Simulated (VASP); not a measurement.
Crystal: Al.

```
Al
1.0
    -2.51794    2.51794    1.37480
     2.51794   -2.51794    1.37480
     2.51794    2.51794   -1.37480
Al
2
Direct
  0.00000 0.00000 0.00000
  0.75000 0.25000 0.50000
```

| Property | Result |
| --- | --- |
| Program | VASP 6.6.1 |
| Task | relaxation of cell and atoms |
| Functional | RPBE |
| Potentials or basis | VASP PAW PBE potentials, release 64 (Al) |
| Cutoff | 600 eV |
| k mesh | 13 × 13 × 9 |
| Occupations | fermi-dirac, width 0.1 eV |
| Spin | no spin polarisation |

At the start: pressure 8.8 GPa; volume 17.43 Å³/atom.

Task: Where does the relaxation end?

Result: Over 42 steps the energy falls by 260.9 meV/atom and the volume is 17.98 Å³/atom (+3.2 %); space group I4_1/amd (No. 141, to 0.1 Å) before, Cmcm (No. 63, to 0.1 Å).

The path:
```tsv
step	energy change (eV)	largest force (eV/Å)	pressure (GPa)	volume (Å³)
1	0.0000	0.0057	8.83	34.86
3	-0.1244	0.0248	-0.31	39.23
5	-0.1278	0.0396	-0.23	39.16
7	-0.1308	0.0671	0.05	38.97
9	-0.1671	0.1842	0.29	38.61
11	-0.2279	0.5616	4.97	35.80
13	-0.2880	0.0960	2.11	36.86
15	-0.2896	0.0767	1.89	36.98
17	-0.2907	0.1338	1.65	37.09
19	-0.2955	0.1254	1.16	37.34
21	-0.3093	0.0894	-0.90	38.51
23	-0.3116	0.0668	-1.95	39.17
25	-0.3248	0.0533	-2.38	39.38
27	-0.3700	0.0764	-4.30	40.21
29	-0.4364	0.1502	-3.01	38.59
31	-0.5025	0.3447	2.26	34.87
33	-0.5065	0.3072	1.24	35.37
35	-0.5150	0.1801	1.08	35.38
37	-0.5202	0.0706	-0.52	36.21
39	-0.5212	0.0343	-0.24	36.07
41	-0.5218	0.0119	0.03	35.94
42	-0.5219	0.0016	-0.01	35.96
```

Final structure:
```
Al
1.0
    -3.29224    2.93228    1.38673
     2.93228   -3.29225    1.38674
     2.37104    2.37104   -2.21782
Al
2
Direct
  0.98951 0.01049 0.00000
  0.76049 0.23951 0.50000
```

Caveat: a cell axis changed by over 15 % at a fixed basis, so the end point is rough; the PAW data sets were made with another functional, which shifts forces and pressure a little.
